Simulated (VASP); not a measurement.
Here is a VASP 6.6.1 calculation.

File INCAR:

```
  PREC = Accurate
  ENCUT = 520
  EDIFF = 1E-7
  ISMEAR = -1
  SIGMA = 0.05
  LREAL = False
  LASPH = True
  NELM = 100
  ALGO = Normal
  ISIF = 2
  LWAVE = False
  LCHARG = False
  GGA = CA
  NBANDS = 24
```

KPOINTS

```
Automatic mesh
0
Gamma
  10 10 8
```

File POSCAR:

```
LuSi2
1.0
    4.0206436165      0.0000000000      0.0000000000
   -2.0103218082      3.4819795114      0.0000000000
    0.0000000000      0.0000000000      3.6570545317
Lu Si
1 2
Direct
    0.0000000000      0.0000000000      0.0000000000
    0.3333333333      0.6666666667      0.5000000000
    0.6666666667      0.3333333333      0.5000000000
```

Potentials or basis: VASP PAW PBE potentials, release 64 (Lu, Si).

Launch:

```sh
$ cat potpaw_PBE.64/Lu/POTCAR potpaw_PBE.64/Si/POTCAR > POTCAR
$ mpirun -np 1 vasp_std > vasp.out
```

What does it give for the pressure?

0.9 GPa.

Stress tensor (GPa, compression positive):
```
0.95 0.00 0.00
0.00 0.95 0.00
0.00 0.00 0.69
```

Caveat: the PAW data sets were made with another functional, which shifts forces and pressure a little.
